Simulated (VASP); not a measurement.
# WC (P-6m2) in VASP: a series of runs

WC is run at these levels: PBE; tasks: single point.

Everything below comes from runs of VASP 6.6.1. Logs are shortened: lines on timing, memory, paths and dates and some standing lists are left out, and cuts for length are marked.

**1. The cell of the first run**

Symmetry: P-6m2, No. 187, hexagonal system. Conventional cell: a = 2.922 Å, b = 2.922 Å, c = 2.847 Å, α = 90.00°, β = 90.00°, γ = 120.00°. Within 3.0 Å of W (site symmetry -6m2) lie 6 C at 2.21 Å and 8 W at 2.85 to 2.92 Å. C (site symmetry -6m2) has 6 W at 2.21 Å and 8 C at 2.85 to 2.92 Å within 3.0 Å.

**2. Single point, PBE**

Contents of INCAR:

```
  PREC = Accurate
  ENCUT = 1300
  EDIFF = 1E-6
  ISMEAR = 0
  SIGMA = 0.1
  LREAL = False
  LASPH = True
  NELM = 120
  ALGO = Normal
  ISIF = 2
  LWAVE = False
  LCHARG = True
  GGA = PE
  LELF = True
  LVHAR = True
  NBANDS = 16
  GGA_COMPAT = False
```

Contents of KPOINTS:

```
Automatic mesh
0
Gamma
  18 18 14
```

Contents of POSCAR:

```
WC
1.0
    2.9217712149      0.0000000000      0.0000000000
   -1.4608856074      2.5303280962      0.0000000000
    0.0000000000      0.0000000000      2.8470769657
W C
1 1
Direct
    0.0000000000      0.0000000000      0.0000000000
    0.6666666667      0.3333333333      0.5000000000
```

Potentials or basis: VASP PAW PBE potentials, release 64 (W_sv, C_h).

Launch:

```console
cat potpaw_PBE.64/W_sv/POTCAR potpaw_PBE.64/C_h/POTCAR > POTCAR
mpirun -np 1 vasp_std > vasp.out
```

OUTCAR:

```text
PREC = Accurate
   ENCUT = 1300
   EDIFF = 1E-6
   ISMEAR = 0
   LREAL = False
   LASPH = True
   NELM = 120
   ISIF = 2
   GGA = PE

 ion  position               nearest neighbor table
   1  0.000  0.000  0.000-   2 2.21   2 2.21   2 2.21   2 2.21   2 2.21   2 2.21
   2  0.667  0.333  0.500-   1 2.21   1 2.21   1 2.21   1 2.21   1 2.21   1 2.21

  LATTYP: Found a hexagonal cell.
 ALAT       =     2.9217712149
 C/A-ratio  =     0.9744352847

  Lattice vectors:

 A1 = (   2.9217712149,   0.0000000000,   0.0000000000)
 A2 = (  -1.4608856074,   2.5303280962,   0.0000000000)
 A3 = (   0.0000000000,   0.0000000000,   2.8470769657)

Analysis of symmetry for initial positions (statically):
=====================================================================
 Subroutine PRICEL returns:
 Original cell was already a primitive cell.

 Routine SETGRP: Setting up the symmetry group for a
 hexagonal supercell.

 Subroutine GETGRP returns: Found 12 space group operations
 (whereof 12 operations were pure point group operations)
 out of a pool of 24 trial point group operations.

The static configuration has the point symmetry D_3h.

Analysis of symmetry for dynamics (positions and initial velocities):
=====================================================================
 Subroutine PRICEL returns:
 Original cell was already a primitive cell.

 Routine SETGRP: Setting up the symmetry group for a
 hexagonal supercell.

 Subroutine GETGRP returns: Found 12 space group operations
 (whereof 12 operations were pure point group operations)
 out of a pool of 24 trial point group operations.

The dynamic configuration has the point symmetry D_3h.

 Subroutine INISYM returns: Found 12 space group operations
 (whereof 12 operations are pure point group operations),
 and found     1 'primitive' translations

----------------------------------------------------------------------------------------

                                     Primitive cell

  volume of cell :      21.0486

  direct lattice vectors                    reciprocal lattice vectors
     2.921771215  0.000000000  0.000000000     0.342258146  0.197602833  0.000000000
    -1.460885607  2.530328096  0.000000000     0.000000000  0.395205666  0.000000000
     0.000000000  0.000000000  2.847076966     0.000000000  0.000000000  0.351237431

  length of vectors
     2.921771215  2.921771215  2.847076966     0.395205666  0.395205666  0.351237431

  position of ions in fractional coordinates (direct lattice)
     0.000000000  0.000000000  0.000000000
     0.666666667  0.333333333  0.500000000

  ion indices of the primitive-cell ions
   primitive index   ion index
                 1           1
                 2           2

----------------------------------------------------------------------------------------

 KPOINTS: Automatic mesh

Automatic generation of k-mesh.
 Grid dimensions read from file:
 generate k-points for:   18   18   14

 Generating k-lattice:

  Cartesian coordinates                     Fractional coordinates (reciprocal lattice)
     0.019014341  0.010977935  0.000000000     0.055555556  0.000000000  0.000000000
     0.000000000  0.021955870  0.000000000     0.000000000  0.055555556  0.000000000
     0.000000000  0.000000000  0.025088388     0.000000000  0.000000000  0.071428571

  Length of vectors
     0.021955870  0.021955870  0.025088388

  Shift w.r.t. Gamma in fractional coordinates (k-lattice)
     0.000000000  0.000000000  0.000000000

 Subroutine IBZKPT returns following result:
 ===========================================

 Found    296 irreducible k-points:

 Following reciprocal coordinates:
            Coordinates               Weight
  0.000000  0.000000  0.000000      1.000000
  0.055556  0.000000  0.000000      6.000000
  0.111111  0.000000  0.000000      6.000000
  0.166667  0.000000  0.000000      6.000000
  0.222222  0.000000  0.000000      6.000000
  0.277778  0.000000  0.000000      6.000000
[... 16 lines left out ...]
  0.333333  0.111111  0.000000     12.000000
  0.388889  0.111111  0.000000     12.000000
 [... further k-points ...]
   k-points           NKPTS =    296   k-points in BZ     NKDIM =    296   number of bands    NBANDS=     16
   number of dos      NEDOS =    301   number of ions     NIONS =      2
   total plane-waves  NPLWV =  46656
   dimension x,y,z NGX =    36 NGY =   36 NGZ =   36
   dimension x,y,z NGXF=    72 NGYF=   72 NGZF=   72
   ions per type =               1   1
   NGX,Y,Z   is equivalent  to a cutoff of  20.48, 20.48, 21.02 a.u.
   NGXF,Y,Z  is equivalent  to a cutoff of  40.97, 40.97, 42.04 a.u.
 SYSTEM =  unknown system
   PREC   = accura    normal or accurate (medium, high low for compatibility)
   ISTART =      0    job   : 0-new  1-cont  2-samecut
   ICHARG =      2    charge: 1-file 2-atom 10-const
   ISPIN  =      1    spin polarized calculation?
   LNONCOLLINEAR =      F non collinear calculations
   LSORBIT =      F    spin-orbit coupling
   LASPH  =      T    aspherical Exc in radial PAW
   ENCUT  = 1300.0 eV  95.55 Ry    9.77 a.u.   8.59  8.59  8.37*2*pi/ulx,y,z
   NELM   =    120;   NELMIN=  2; NELMDL= -5     # of ELM steps
   EDIFF  = 0.1E-05   stopping-criterion for ELM
   LREAL  =      F    real-space projection
   EDIFFG = 0.1E-04   stopping-criterion for IOM
   NSW    =      0    number of steps for IOM
   IBRION =     -1    ionic relax: 0-MD 1-quasi-New 2-CG
   NFREE  =      0    steps in history (QN), initial steepest desc. (CG)
   ISIF   =      2    stress and relaxation
   ISYM   =      2    0-nonsym 1-usesym 2-fastsym
   POTIM  = 0.5000    time-step for ionic-motion
   TEBEG  =    0.0;   TEEND  =   0.0 temperature during run
   PSTRESS=    0.0 pullay stress
   NELECT =      18.0000    total number of electrons
   NUPDOWN=      -1.0000    fix difference up-down
   EMIN   =  10.00;   EMAX   =-10.00  energy-range for DOS
   EFERMI =   0.00;   METHOD = LEGACY
   ISMEAR =     0;   SIGMA  =   0.10  broadening in eV -4-tet -1-fermi 0-gaus
   EFERMI_NEDOS =   21; number of points for ismear=-14 and -15
   IALGO  =     38    algorithm
   IMIX   =      4    mixing-type and parameters
     AMIX     =   0.40;   BMIX     =  1.00
     AMIX_MAG =   1.60;   BMIX_MAG =  1.00
  volume/ion in A,a.u.               =      10.52        71.02
  Fermi-wavevector in a.u.,A,eV,Ry     =   1.553907  2.936458 32.852978  2.414626
  Thomas-Fermi vector in A             =   2.658070
   LORBIT       =      0    0 simple, 1 ext, 2 COOP (PROOUT), +10 PAW based schemes
   GGA     = PE    functional components
   LHFCALC =     F    Hartree Fock is set to
   AEXX    =    0.0000 exact exchange contribution
   IVDW    =     0    specifies the selected vdW correction
   LEPSILON=     F    determine dielectric tensor
   LRPA    =     F    only Hartree local field effects (RPA)
 non-spin polarized calculation
 Gauss-broadening in eV      SIGMA  =   0.10
  energy-cutoff  :     1300.00
  volume of cell :       21.05
 maximum number of plane-waves:      2284
 NGX is ok and might be reduce to    36
   NGX = 17   NGY = 17   NGZ = 17

 number of electron      18.0000000 magnetization

 Free energy of the ion-electron system (eV)
  ---------------------------------------------------
  ext. energy  EPLUGINS =         0.00000000
  ---------------------------------------------------
  free energy    TOTEN  =       -22.45671336 eV

  energy without entropy =      -22.45532059  energy(sigma->0) =      -22.45601697

 E-fermi :  11.1918     XC(G=0): -13.7549

 val. band max:       11.1831482419   @ k =   0.4444   0.0000   0.5000
 cond. band min:      11.2023289699   @ k =   0.4444   0.0556   0.4286
 fundamental gap:      0.0191807279
 Fermi energy:        11.1918200978

 k-point     1 :       0.0000    0.0000    0.0000
  band No.  band energies     occupation
      1     -62.8304      2.00000
      2     -26.8068      2.00000
      3     -26.7164      2.00000
      4     -26.7164      2.00000
      5      -3.1377      2.00000
      6       6.9741      2.00000
[... 8 lines left out ...]
     15      25.4191      0.00000
     16      27.8010      0.00000

 k-point     2 :       0.0556    0.0000    0.0000
  band No.  band energies     occupation
      1     -62.8288      2.00000
      2     -26.8036      2.00000
      3     -26.7408      2.00000
      4     -26.7219      2.00000
      5      -3.0578      2.00000
      6       7.0034      2.00000
[... 8 lines left out ...]
     15      25.2381      0.00000
     16      27.9702      0.00000

 k-point     3 :       0.1111    0.0000    0.0000
  band No.  band energies     occupation
      1     -62.8241      2.00000
      2     -26.8108      2.00000
      3     -26.7946      2.00000
      4     -26.7378      2.00000
      5      -2.8241      2.00000
      6       6.9689      2.00000
[... 8 lines left out ...]
     15      24.9371      0.00000
     16      28.4579      0.00000

 k-point     4 :       0.1667    0.0000    0.0000
  band No.  band energies     occupation
      1     -62.8169      2.00000
      2     -26.9166      2.00000
      3     -26.7808      2.00000
      4     -26.7622      2.00000
      5      -2.4547      2.00000
      6       6.5884      2.00000
[... 8 lines left out ...]
     15      24.7816      0.00000
     16      29.2100      0.00000

 k-point     5 :       0.2222    0.0000    0.0000
  band No.  band energies     occupation
      1     -62.8081      2.00000
      2     -27.0442      2.00000
      3     -26.7918      2.00000
      4     -26.7638      2.00000
      5      -1.9781      2.00000
      6       6.0387      2.00000
[... 8 lines left out ...]
     15      24.9231      0.00000
     16      29.4118      0.00000

 k-point     6 :       0.2778    0.0000    0.0000
  band No.  band energies     occupation
      1     -62.7987      2.00000
      2     -27.1774      2.00000
      3     -26.8232      2.00000
      4     -26.7456      2.00000
      5      -1.4332      2.00000
      6       5.4872      2.00000
[... 8 lines left out ...]
     15      25.4400      0.00000
     16      28.8180      0.00000

 k-point     7 :       0.3333    0.0000    0.0000
  band No.  band energies     occupation
      1     -62.7899      2.00000
      2     -27.3003      2.00000
      3     -26.8524      2.00000
      4     -26.7285      2.00000
      5      -0.8706      2.00000
      6       4.9959      2.00000
[... 8 lines left out ...]
     15      25.9698      0.00000
     16      27.7269      0.00000

 k-point     8 :       0.3889    0.0000    0.0000
  band No.  band energies     occupation
      1     -62.7827      2.00000
      2     -27.3989      2.00000
      3     -26.8762      2.00000
      4     -26.7145      2.00000
      5      -0.3576      2.00000
      6       4.5995      2.00000
[... 8 lines left out ...]
     15      25.2279      0.00000
     16      28.0345      0.00000

 k-point     9 :       0.4444    0.0000    0.0000
  band No.  band energies     occupation
      1     -62.7780      2.00000
      2     -27.4626      2.00000
      3     -26.8916      2.00000
      4     -26.7053      2.00000
      5       0.0168      2.00000
      6       4.3320      2.00000
[... 8 lines left out ...]
     15      24.2415      0.00000
     16      28.7899      0.00000
[... 172 lines left out ...]
 k-point    19 :       0.1111    0.1111    0.0000
  band No.  band energies     occupation
      1     -62.8130      2.00000
      2     -26.9661      2.00000
      3     -26.7841      2.00000
      4     -26.7731      2.00000
      5      -2.2418      2.00000
      6       6.3660      2.00000
[... 8 lines left out ...]
     15      24.8146      0.00000
     16      29.2712      0.00000

 k-point    20 :       0.1667    0.1111    0.0000
  band No.  band energies     occupation
      1     -62.8047      2.00000
      2     -27.0762      2.00000
      3     -26.8212      2.00000
      4     -26.7571      2.00000
      5      -1.7785      2.00000
      6       5.8839      2.00000
[... 8 lines left out ...]
     15      25.0418      0.00000
     16      29.2831      0.00000

 k-point    21 :       0.2222    0.1111    0.0000
  band No.  band energies     occupation
      1     -62.7958      2.00000
      2     -27.1910      2.00000
      3     -26.8611      2.00000
      4     -26.7400      2.00000
      5      -1.2457      2.00000
      6       5.4043      2.00000
[... 8 lines left out ...]
     15      25.5737      0.00000
     16      28.5986      0.00000

 k-point    22 :       0.2778    0.1111    0.0000
  band No.  band energies     occupation
      1     -62.7876      2.00000
      2     -27.2969      2.00000
      3     -26.8985      2.00000
      4     -26.7239      2.00000
      5      -0.6930      2.00000
      6       4.9766      2.00000
[... 8 lines left out ...]
     15      26.1655      0.00000
     16      27.6082      0.00000

 k-point    23 :       0.3333    0.1111    0.0000
  band No.  band energies     occupation
      1     -62.7808      2.00000
      2     -27.3821      2.00000
      3     -26.9289      2.00000
      4     -26.7108      2.00000
      5      -0.1876      2.00000
      6       4.6325      2.00000
[... 8 lines left out ...]
     15      25.6531      0.00000
     16      27.8605      0.00000

 k-point    24 :       0.3889    0.1111    0.0000
  band No.  band energies     occupation
      1     -62.7763      2.00000
      2     -27.4371      2.00000
      3     -26.9487      2.00000
      4     -26.7021      2.00000
      5       0.1815      2.00000
      6       4.4017      2.00000
[... 8 lines left out ...]
     15      24.8046      0.00000
     16      28.5317      0.00000

 [... further k-points ...]
[... 5 lines left out ...]
  --------------------------------------------------------------------------------------
  -------------------------------------------------------------------------------------
  Total        0.1233845      0.1233845      0.1598263      0.0000000      0.0000000      0.0000000
  in kB        9.3918031      9.3918031     12.1656876      0.0000000      0.0000000      0.0000000
  external PRESSURE =      10.3164312 kB  Pullay stress =       0.0000000 kB

 VOLUME and BASIS-vectors are now :
 -----------------------------------------------------------------------------
  energy-cutoff  :     1300.00
  volume of cell :       21.05
      direct lattice vectors                 reciprocal lattice vectors
     2.921771215  0.000000000  0.000000000     0.342258146  0.197602833  0.000000000
    -1.460885607  2.530328096  0.000000000     0.000000000  0.395205666  0.000000000
     0.000000000  0.000000000  2.847076966     0.000000000  0.000000000  0.351237431

 POSITION                                       TOTAL-FORCE (eV/Angst)
 -----------------------------------------------------------------------------------
      0.00000      0.00000      0.00000        -0.000000      0.000000      0.000000
      1.46089      0.84344      1.42354         0.000000      0.000000      0.000000
 -----------------------------------------------------------------------------------
    total drift:                               -0.000000      0.000000      0.000000

  FREE ENERGIE OF THE ION-ELECTRON SYSTEM (eV)
  ---------------------------------------------------
  free  energy   TOTEN  =       -22.4567133606 eV

  energy  without entropy=      -22.4553205874  energy(sigma->0) =      -22.45601697
```

Wall time 2.4 min (1 thread of AMD EPYC 9R45 (Zen 5), shared host); peak memory 0.49 GiB.

Results:

| Item | Value |
| --- | --- |
| Free energy | -22.4567 eV |
| Pressure | 1.0 GPa |
| Band gap on the k mesh | zero (bands 9 and 10 overlap by 1.20 eV) |

Stress tensor (GPa, compression positive):
```
0.94 0.00 0.00
0.00 0.94 0.00
0.00 0.00 1.22
```

Caveat: spin-orbit coupling is left out, which moves the levels of the heavy elements.

**3. Single point, PBE**

Contents of INCAR:

```
SYSTEM = WC
PREC = Accurate ; ENCUT = 1300
EDIFF = 1E-6 ; ISMEAR = 0
SIGMA = 0.1 ; LREAL = .False.
LASPH = .True. ; NELM = 120
ALGO = Normal ; ISIF = 2
LWAVE = .False. ; LCHARG = .False.
GGA = PE ; NBANDS = 16
GGA_COMPAT = .False.
```

Contents of KPOINTS:

```
regular mesh
0
Gamma
  12 12 12
  0 0 0
```

Contents of POSCAR:

```
WC
1.0
    2.9217712149      0.0000000000      0.0000000000
   -1.4608856074      2.5303280961      0.0000000000
    0.0000000000      0.0000000000      2.8470769657
W C
1 1
Direct
    0.0000000000      0.0000000000      0.0000000000
    0.6666666667      0.3333333333      0.5000000000
```

Potentials or basis: VASP PAW PBE potentials, release 64 (W_sv, C_h).

Launch:

```console
cat potpaw_PBE.64/W_sv/POTCAR potpaw_PBE.64/C_h/POTCAR > POTCAR
mpirun -np 1 vasp_std > vasp.out
```

Run time: 1.8 min. Hardware: 1 thread of AMD EPYC 7R43 (Zen 3), shared host; peak memory 0.31 GiB.

The run converged. Its results:

| Item | Value |
| --- | --- |
| Free energy | -22.4584 eV |
| Pressure | 1.1 GPa |
| Band gap on the k mesh | zero (bands 9 and 10 overlap by 1.20 eV) |

Stress tensor (GPa, compression positive):
```
1.00 0.00 0.00
0.00 1.00 0.00
0.00 0.00 1.15
```

Levels at points of the mesh, in eV from the Fermi level:
| k point | band 5 | band 6 | band 7 | band 8 | band 9 | band 10 | band 11 | band 12 | band 13 | band 14 |
| --- | --- | --- | --- | --- | --- | --- | --- | --- | --- | --- |
| (0.00, 0.00, 0.00) | -14.33 | -4.22 | -3.27 | -3.27 | 0.11 | 3.18 | 3.18 | 5.56 | 5.56 | 6.29 |
| (0.50, 0.00, 0.00) | -11.04 | -6.96 | -3.53 | -3.49 | -0.46 | 2.32 | 4.45 | 4.79 | 6.79 | 9.58 |
| (0.00, 0.00, 0.50) | -10.38 | -8.55 | -1.98 | -1.98 | -0.56 | -0.56 | 3.65 | 4.49 | 4.49 | 9.89 |
| (0.50, 0.00, 0.50) | -11.19 | -6.36 | -4.24 | -4.14 | 0.27 | 4.34 | 5.22 | 6.52 | 9.05 | 9.96 |

Caveat: spin-orbit coupling is left out, which moves the levels of the heavy elements.

The gap in the log of VASP goes by the Fermi energy; the results here count the filled bands.